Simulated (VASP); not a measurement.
Here is a VASP 6.6.1 calculation.

POSCAR

```
Ba
1.0
    6.9897845757      0.0000000000      0.0000000000
   -3.4948922878      6.0533310095      0.0000000000
    0.0000000000      0.0000000000      3.8630063009
Ba
2
Direct
    0.3333333333      0.6666666667      0.5000000000
    0.6666666667      0.3333333333      0.5000000000
```

The input INCAR.step1:

```
  ALGO = Normal
  EDIFF = 1E-4
  ENCUT = 520
  GGA = PE
  ISMEAR = 1
  LASPH = T
  LCHARG = F
  LREAL = F
  LWAVE = T
  NBANDS = 17
  NELM = 100
  PREC = Accurate
  SIGMA = 0.1
```

The input INCAR.step2:

```
  ALGO = Normal
  EDIFF = 1E-7
  ENCUT = 520
  ISIF = 2
  ISMEAR = 1
  ISTART = 1
  LASPH = T
  LCHARG = F
  LMIXTAU = T
  LREAL = F
  LWAVE = F
  METAGGA = R2SCAN
  NBANDS = 17
  NELM = 100
  PREC = Accurate
  SIGMA = 0.1
```

KPOINTS

```
k-points
0
Gamma
  4 4 7
```

Potentials or basis: VASP PAW PBE potentials, release 64 (Ba_sv).

Launch:

```console
$ cat potpaw_PBE.64/Ba_sv/POTCAR > POTCAR
$ cp INCAR.step1 INCAR
$ mpirun -np 1 vasp_std > vasp.out
$ cp INCAR.step2 INCAR
$ mpirun -np 1 vasp_std > vasp.out
```

(1) Estimate the band gap on the k mesh.

(2) Predict the pressure.

Results:

(1) zero (bands 10 and 11 overlap by 0.93 eV).

(2) 0.1 GPa.

Caveat: the PAW data sets were made with another functional, which shifts forces and pressure a little; spin-orbit coupling is left out, which moves the levels of the heavy elements.
